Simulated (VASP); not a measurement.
Set up this calculation in VASP 6.6.1, as the native input.

```
Task                   : single point
Functional             : PBE
Potentials or basis    : VASP PAW PBE potentials, release 64 (Sc_sv, In_d, S)
Cutoff                 : 520 eV
k mesh                 : 4 × 4 × 4
Occupations            : gaussian, width 0.1 eV
Spin                   : no spin polarisation
Dipole correction      : no
Further INCAR settings : ALGO = Normal; EDIFF = 1e-06; NBANDS = 29
```

The structure of ScInS3 lies in POSCAR:

```
ScInS3
1.0
   -2.9340907500      3.3945729400      3.4373556200
    2.9340907500     -3.3945729400      3.4373556200
    2.9340907500      3.3945729400     -3.4373556200
Sc In S
1 1 3
Direct
    0.5000000000      0.5000000000      0.0000000000
    0.0000000000      0.0000000000      0.0000000000
    0.6373730100      0.0000000000      0.6373730100
    0.3626269900      0.0000000000      0.3626269900
    0.0000000000      0.5000000000      0.5000000000
```

The cell was generated, and may not be a known phase.

One way to write it, as run:

INCAR

```
  ALGO = Normal
  EDIFF = 1E-6
  ENCUT = 520
  GGA = PE
  ISIF = 2
  ISMEAR = 0
  LASPH = True
  LCHARG = True
  LELF = True
  LREAL = False
  LVHAR = True
  LWAVE = False
  NBANDS = 29
  NELM = 100
  PREC = Accurate
  SIGMA = 0.1
```

KPOINTS

```
k-points
0
Gamma
  4 4 4
```

Potentials or basis: VASP PAW PBE potentials, release 64 (Sc_sv, In_d, S).

Run with:

```console
$ cat potpaw_PBE.64/Sc_sv/POTCAR potpaw_PBE.64/In_d/POTCAR potpaw_PBE.64/S/POTCAR > POTCAR
$ mpirun -np 1 vasp_std > vasp.out
```

Results of the run:

The pressure is -0.6 GPa. The largest force is 3.685 eV/Å. The band gap on the k mesh is zero (bands 21 and 22 overlap by 0.22 eV).

Caveat: the stress differs along the axes, from -13 to 12 GPa; semilocal functionals underestimate gaps, and a narrow one can read as zero; spin-orbit coupling is left out, which moves the levels of the heavy elements; forces of over 1 eV/Å act on the atoms, so gaps and moduli don't describe the material at rest.

Run time: 96 s on 1 thread of Intel(R) Xeon(R) Platinum 8259CL CPU @ 2.50GHz (Skylake/Cascade Lake) (shared host), peak memory 0.29 GiB.
